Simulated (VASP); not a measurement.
Set up this calculation in VASP 6.6.1, as the native input.

```yaml
Task: relaxation of cell and atoms
Functional: PBEsol
Potentials_or_basis: VASP PAW PBE potentials, release 64 (Pt)
Cutoff: 500 eV
k_mesh: 19 × 19 × 19
Occupations: fermi-dirac, width 0.1 eV
Spin: no spin polarisation
Target_pressure: 30 GPa
Dipole_correction: no
Further_INCAR_settings: ALGO = Normal; EDIFF = 1e-07; IBRION = 2; EDIFFG = -0.03; NSW = 80; ISIF = 3
```

The structure of Pt lies in POSCAR:

```
Pt
1.0
    0.0000000000      1.9609000000      1.9609000000
    1.9609000000      0.0000000000      1.9609000000
    1.9609000000      1.9609000000      0.0000000000
Pt
1
Direct
    0.0000000000      0.0000000000      0.0000000000
```

The input as run:

INCAR

```
ALGO = Normal ; EDIFF = 1E-7
EDIFFG = -0.03 ; ENCUT = 500
GGA = PS ; GGA_COMPAT = F
IBRION = 2 ; ISIF = 3
ISMEAR = -1 ; LASPH = T
LCHARG = F ; LREAL = F
LWAVE = F ; NELM = 120
NELMIN = 4 ; NSW = 80
PREC = Accurate ; PSTRESS = 300.0
SIGMA = 0.1
```

KPOINTS

```
k-points
0
Gamma
  19 19 19
```

Potentials or basis: VASP PAW PBE potentials, release 64 (Pt).

Launch:

```console
$ cat potpaw_PBE.64/Pt/POTCAR > POTCAR
$ mpirun -np 1 vasp_std > vasp.out
```

It gave:

```
Relaxed volume                                             : 13.83 Å³/atom
Relaxed cell                                               : a = 2.694 Å, b = 2.694 Å, c = 2.694 Å, α = 60.00°, β = 60.00°, γ = 60.00°
Space group after relaxing (to 0.1 Å)                      : Fm-3m (No. 225)
Energy change on relaxing (the run minimises the enthalpy) : +102.9 meV/atom
Ionic steps                                                : 5
Pressure after relaxing                                    : 30.0 GPa
Band gap on the k mesh                                     : zero (bands 5 and 6 overlap by 2.57 eV)
```

Caveat: the cell is relaxed towards a set pressure, so the run minimises the enthalpy, not the energy; the PAW data sets were made with another functional, which shifts forces and pressure a little; spin-orbit coupling is left out, which moves the levels of the heavy elements.

Wall time 46 s on 1 thread of Intel(R) Xeon(R) Platinum 8559C (Emerald Rapids), on a shared host, peak memory 0.16 GiB.
